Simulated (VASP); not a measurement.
# CdTe (F-43m) in VASP: further runs, part 3 of 3

VASP 6.6.1.

## (5) Single point, PBE (strained)

INCAR

```
ALGO = Normal
EDIFF = 1E-6
ENCUT = 520
GGA = PE
ISIF = 2
ISMEAR = 0
LASPH = True
LCHARG = False
LREAL = False
LWAVE = False
NBANDS = 16
NELM = 60
PREC = Accurate
SIGMA = 0.02
```

KPOINTS

```
k-points
0
Gamma
  8 8 8
```

POSCAR

```
CdTe
1.0
    0.0000000000      3.2191340500      3.2191340500
    3.2191340500      0.0000000000      3.2191340500
    3.2191340500      3.2191340500      0.0000000000
Cd Te
1 1
Direct
    0.0000000000      0.0000000000      0.0000000000
    0.7500000000      0.7500000000      0.7500000000
```

Potentials or basis: VASP PAW PBE potentials, release 64 (Cd, Te).

Started as:

```console
$ cat potpaw_PBE.64/Cd/POTCAR potpaw_PBE.64/Te/POTCAR > POTCAR
$ mpirun -np 1 vasp_std > vasp.out
```

OUTCAR:

```text
EDIFF = 1E-6
   ENCUT = 520
   GGA = PE
   ISIF = 2
   ISMEAR = 0
   LASPH = True
   LREAL = False
   NELM = 60
   PREC = Accurate

 ion  position               nearest neighbor table
   1  0.000  0.000  0.000-   2 2.79   2 2.79   2 2.79   2 2.79
   2  0.750  0.750  0.750-   1 2.79   1 2.79   1 2.79   1 2.79

  LATTYP: Found a face centered cubic cell.
 ALAT       =     6.4382681000

  Lattice vectors:

 A1 = (   0.0000000000,   3.2191340500,   3.2191340500)
 A2 = (   3.2191340500,   0.0000000000,   3.2191340500)
 A3 = (   3.2191340500,   3.2191340500,   0.0000000000)

Analysis of symmetry for initial positions (statically):
=====================================================================
 Subroutine PRICEL returns:
 Original cell was already a primitive cell.

 Routine SETGRP: Setting up the symmetry group for a
 face centered cubic supercell.

 Subroutine GETGRP returns: Found 24 space group operations
 (whereof 24 operations were pure point group operations)
 out of a pool of 48 trial point group operations.

The static configuration has the point symmetry T_d .

Analysis of symmetry for dynamics (positions and initial velocities):
=====================================================================
 Subroutine PRICEL returns:
 Original cell was already a primitive cell.

 Routine SETGRP: Setting up the symmetry group for a
 face centered cubic supercell.

 Subroutine GETGRP returns: Found 24 space group operations
 (whereof 24 operations were pure point group operations)
 out of a pool of 48 trial point group operations.

The dynamic configuration has the point symmetry T_d .

 Subroutine INISYM returns: Found 24 space group operations
 (whereof 24 operations are pure point group operations),
 and found     1 'primitive' translations

----------------------------------------------------------------------------------------

                                     Primitive cell

  volume of cell :      66.7186

  direct lattice vectors                    reciprocal lattice vectors
     0.000000000  3.219134050  3.219134050    -0.155321273  0.155321273  0.155321273
     3.219134050  0.000000000  3.219134050     0.155321273 -0.155321273  0.155321273
     3.219134050  3.219134050  0.000000000     0.155321273  0.155321273 -0.155321273

  length of vectors
     4.552543033  4.552543033  4.552543033     0.269024337  0.269024337  0.269024337

  position of ions in fractional coordinates (direct lattice)
     0.000000000  0.000000000  0.000000000
     0.750000000  0.750000000  0.750000000

  ion indices of the primitive-cell ions
   primitive index   ion index
                 1           1
                 2           2

----------------------------------------------------------------------------------------

 KPOINTS: k-points

Automatic generation of k-mesh.
 Grid dimensions read from file:
 generate k-points for:    8    8    8

 Generating k-lattice:

  Cartesian coordinates                     Fractional coordinates (reciprocal lattice)
    -0.019415159  0.019415159  0.019415159     0.125000000  0.000000000  0.000000000
     0.019415159 -0.019415159  0.019415159     0.000000000  0.125000000  0.000000000
     0.019415159  0.019415159 -0.019415159     0.000000000  0.000000000  0.125000000

  Length of vectors
     0.033628042  0.033628042  0.033628042

  Shift w.r.t. Gamma in fractional coordinates (k-lattice)
     0.000000000  0.000000000  0.000000000

 Subroutine IBZKPT returns following result:
 ===========================================

 Found     29 irreducible k-points:

 Following reciprocal coordinates:
            Coordinates               Weight
  0.000000  0.000000  0.000000      1.000000
  0.125000  0.000000  0.000000      8.000000
  0.250000  0.000000  0.000000      8.000000
  0.375000  0.000000  0.000000      8.000000
  0.500000  0.000000  0.000000      4.000000
  0.125000  0.125000  0.000000      6.000000
[... 16 lines left out ...]
  0.500000  0.250000  0.125000     48.000000
 -0.375000  0.250000  0.125000     24.000000
 [... further k-points ...]
   k-points           NKPTS =     29   k-points in BZ     NKDIM =     29   number of bands    NBANDS=     16
   number of dos      NEDOS =    301   number of ions     NIONS =      2
   total plane-waves  NPLWV =  46656
   dimension x,y,z NGX =    36 NGY =   36 NGZ =   36
   dimension x,y,z NGXF=    72 NGYF=   72 NGZF=   72
   ions per type =               1   1
   NGX,Y,Z   is equivalent  to a cutoff of  13.15, 13.15, 13.15 a.u.
   NGXF,Y,Z  is equivalent  to a cutoff of  26.29, 26.29, 26.29 a.u.
 SYSTEM =  unknown system
   PREC   = accura    normal or accurate (medium, high low for compatibility)
   ISTART =      0    job   : 0-new  1-cont  2-samecut
   ICHARG =      2    charge: 1-file 2-atom 10-const
   ISPIN  =      1    spin polarized calculation?
   LNONCOLLINEAR =      F non collinear calculations
   LSORBIT =      F    spin-orbit coupling
   LASPH  =      T    aspherical Exc in radial PAW
   ENCUT  =  520.0 eV  38.22 Ry    6.18 a.u.   8.46  8.46  8.46*2*pi/ulx,y,z
   NELM   =     60;   NELMIN=  2; NELMDL= -5     # of ELM steps
   EDIFF  = 0.1E-05   stopping-criterion for ELM
   LREAL  =      F    real-space projection
   EDIFFG = 0.1E-04   stopping-criterion for IOM
   NSW    =      0    number of steps for IOM
   IBRION =     -1    ionic relax: 0-MD 1-quasi-New 2-CG
   NFREE  =      0    steps in history (QN), initial steepest desc. (CG)
   ISIF   =      2    stress and relaxation
   ISYM   =      2    0-nonsym 1-usesym 2-fastsym
   POTIM  = 0.5000    time-step for ionic-motion
   TEBEG  =    0.0;   TEEND  =   0.0 temperature during run
   PSTRESS=    0.0 pullay stress
   NELECT =      18.0000    total number of electrons
   NUPDOWN=      -1.0000    fix difference up-down
   EMIN   =  10.00;   EMAX   =-10.00  energy-range for DOS
   EFERMI =   0.00;   METHOD = LEGACY
   ISMEAR =     0;   SIGMA  =   0.02  broadening in eV -4-tet -1-fermi 0-gaus
   EFERMI_NEDOS =   21; number of points for ismear=-14 and -15
   IALGO  =     38    algorithm
   IMIX   =      4    mixing-type and parameters
     AMIX     =   0.40;   BMIX     =  1.00
     AMIX_MAG =   1.60;   BMIX_MAG =  1.00
  volume/ion in A,a.u.               =      33.36       225.12
  Fermi-wavevector in a.u.,A,eV,Ry     =   1.057832  1.999012 15.225029  1.119008
  Thomas-Fermi vector in A             =   2.193119
   LORBIT       =      0    0 simple, 1 ext, 2 COOP (PROOUT), +10 PAW based schemes
   GGA     = PE    functional components
   LHFCALC =     F    Hartree Fock is set to
   AEXX    =    0.0000 exact exchange contribution
   IVDW    =     0    specifies the selected vdW correction
   LEPSILON=     F    determine dielectric tensor
   LRPA    =     F    only Hartree local field effects (RPA)
 non-spin polarized calculation
 Gauss-broadening in eV      SIGMA  =   0.02
  energy-cutoff  :      520.00
  volume of cell :       66.72
 maximum number of plane-waves:      1817
 NGX is ok and might be reduce to    36
   NGX = 17   NGY = 17   NGZ = 17

 number of electron      17.9999994 magnetization

 Free energy of the ion-electron system (eV)
  ---------------------------------------------------
  ext. energy  EPLUGINS =         0.00000000
  ---------------------------------------------------
  free energy    TOTEN  =        -4.74876581 eV

  energy without entropy =       -4.74876581  energy(sigma->0) =       -4.74876581

 E-fermi :   2.6371     XC(G=0):  -8.6733

 val. band max:        2.5294385448   @ k =   0.0000   0.0000   0.0000
 cond. band min:       3.3620937985   @ k =   0.0000   0.0000   0.0000
 fundamental gap:      0.8326552537
 Fermi energy:         2.6370836184

 k-point     1 :       0.0000    0.0000    0.0000
  band No.  band energies     occupation
      1      -8.7598      2.00000
      2      -5.8266      2.00000
      3      -5.8266      2.00000
      4      -5.8266      2.00000
      5      -5.5510      2.00000
      6      -5.5510      2.00000
[... 8 lines left out ...]
     15      11.9220      0.00000
     16      11.9220      0.00000
[... 419 lines left out ...]
 k-point    24 :      -0.3750    0.2500    0.1250
  band No.  band energies     occupation
      1      -8.2823      2.00000
      2      -5.7332      2.00000
      3      -5.7200      2.00000
      4      -5.5679      2.00000
      5      -5.5455      2.00000
      6      -5.0821      2.00000
[... 8 lines left out ...]
     15      12.6809      0.00000
     16      13.2149      0.00000

 [... further k-points ...]

------------------------ aborting loop because EDIFF is reached ----------------------------------------

  FORCE on cell =-STRESS in cart. coord.  units (eV):
  Direction    XX          YY          ZZ          XY          YZ          ZX
  --------------------------------------------------------------------------------------
  -------------------------------------------------------------------------------------
  Total        1.5368021      1.5368021      1.5368021     -0.0000000     -0.0000000     -0.0000000
  in kB       36.9046718     36.9046718     36.9046718     -0.0000000     -0.0000000     -0.0000000
  external PRESSURE =      36.9046718 kB  Pullay stress =       0.0000000 kB

 VOLUME and BASIS-vectors are now :
 -----------------------------------------------------------------------------
  energy-cutoff  :      520.00
  volume of cell :       66.72
      direct lattice vectors                 reciprocal lattice vectors
     0.000000000  3.219134050  3.219134050    -0.155321273  0.155321273  0.155321273
     3.219134050  0.000000000  3.219134050     0.155321273 -0.155321273  0.155321273
     3.219134050  3.219134050  0.000000000     0.155321273  0.155321273 -0.155321273

 POSITION                                       TOTAL-FORCE (eV/Angst)
 -----------------------------------------------------------------------------------
      0.00000      0.00000      0.00000         0.000000      0.000000      0.000000
      4.82870      4.82870      4.82870        -0.000000     -0.000000     -0.000000
 -----------------------------------------------------------------------------------
    total drift:                                0.000000      0.000000      0.000000

  FREE ENERGIE OF THE ION-ELECTRON SYSTEM (eV)
  ---------------------------------------------------
  free  energy   TOTEN  =        -4.7487658148 eV

  energy  without entropy=       -4.7487658148  energy(sigma->0) =       -4.74876581
```

stdout:

```text
POSCAR found type information on POSCAR CdTe
 POSCAR found :  2 types and       2 ions
 scaLAPACK will be used
 LDA part: xc-table for (Slater+PW92), standard interpolation
 POSCAR, INCAR and KPOINTS ok, starting setup
 FFT: planning ... GRIDC
 FFT: planning ... GRID_SOFT
 FFT: planning ... GRID
 WAVECAR not read
 entering main loop
```

Wall time 31 s (1 thread of Intel Xeon Platinum 8259CL at 2.50GHz (Skylake/Cascade Lake), shared host); peak memory 0.21 GiB.

Results:

```
Free energy            : -4.7488 eV
Pressure               : 3.7 GPa
Band gap on the k mesh : 0.83 eV
```

Caveat: the cell differs from its parent crystal (strained); the cell stands under pressure; spin-orbit coupling is left out, which moves the levels of the heavy elements.

## (6) Single point, PBE (strained)

INCAR

```
SYSTEM = CdTe
  PREC = Accurate
  ENCUT = 520
  EDIFF = 1E-7
  ISMEAR = 0
  SIGMA = 0.02
  LREAL = .False.
  LASPH = .True.
  NELM = 80
  ALGO = Normal
  ISIF = 2
  LWAVE = .False.
  LCHARG = .False.
  GGA = PE
  NBANDS = 16
```

KPOINTS

```
regular mesh
0
Gamma
  8 8 8
  0 0 0
```

POSCAR

```
CdTe
1.0
    0.0000000000      3.2439087000      3.2439087000
    3.2439087000      0.0000000000      3.2439087000
    3.2439087000      3.2439087000      0.0000000000
Cd Te
1 1
Direct
    0.0000000000      0.0000000000      0.0000000000
    0.7500000000      0.7500000000      0.7500000000
```

Potentials or basis: VASP PAW PBE potentials, release 64 (Cd, Te).

Started as:

```console
$ cat potpaw_PBE.64/Cd/POTCAR potpaw_PBE.64/Te/POTCAR > POTCAR
$ mpirun -np 1 vasp_std > vasp.out
```

Run time: 44 s. Hardware: 1 thread of Intel Xeon Platinum 8259CL at 2.50GHz (Skylake/Cascade Lake), shared host; peak memory 0.21 GiB.

The run converged. Its results:

| Property | Result |
| --- | --- |
| Free energy | -4.7789 eV |
| Pressure | 2.6 GPa |
| Band gap on the k mesh | 0.76 eV |

Levels at points of the mesh, in eV from the valence-band top:
| k point | band 5 | band 6 | band 7 | band 8 | band 9 | band 10 | band 11 | band 12 | band 13 | band 14 |
| --- | --- | --- | --- | --- | --- | --- | --- | --- | --- | --- |
| (0.00, 0.00, 0.00) | -8.02 | -8.02 | 0.00 | 0.00 | 0.00 | 0.76 | 4.60 | 4.60 | 4.60 | 7.46 |
| (0.50, 0.00, 0.00) | -8.01 | -7.67 | -4.41 | -0.77 | -0.77 | 1.82 | 5.19 | 5.19 | 7.08 | 8.64 |
| (0.50, 0.50, 0.00) | -7.99 | -7.53 | -4.29 | -1.85 | -1.85 | 2.61 | 2.67 | 8.82 | 9.12 | 9.12 |

Caveat: the cell differs from its parent crystal (strained); spin-orbit coupling is left out, which moves the levels of the heavy elements.

## (7) Summary

```csv
cell,gap on the mesh (eV),pressure (GPa)
"a = 4.533 Å, angles 60.0°, 2 atoms",0.87,4.4
"a = 4.543 Å, angles 60.0°, 2 atoms",0.85,4.0
"a = 4.567 Å, angles 60.0°, 2 atoms",0.80,3.2
"a = 4.553 Å, angles 60.0°, 2 atoms",0.83,3.7
"a = 4.588 Å, angles 60.0°, 2 atoms",0.76,2.6
```

Alike in all rows: task single point; level PBE; potentials or basis VASP PAW PBE potentials, release 64 (Cd, Te); no spin polarisation; k mesh 8 × 8 × 8; cutoff (eV) 520; smearing gaussian 0.02 eV.

Caveats: spin-orbit coupling is left out, which moves the levels of the heavy elements; the cell stands under pressure (at least some runs).

Absolute energies hang on the potentials; compare differences alone.
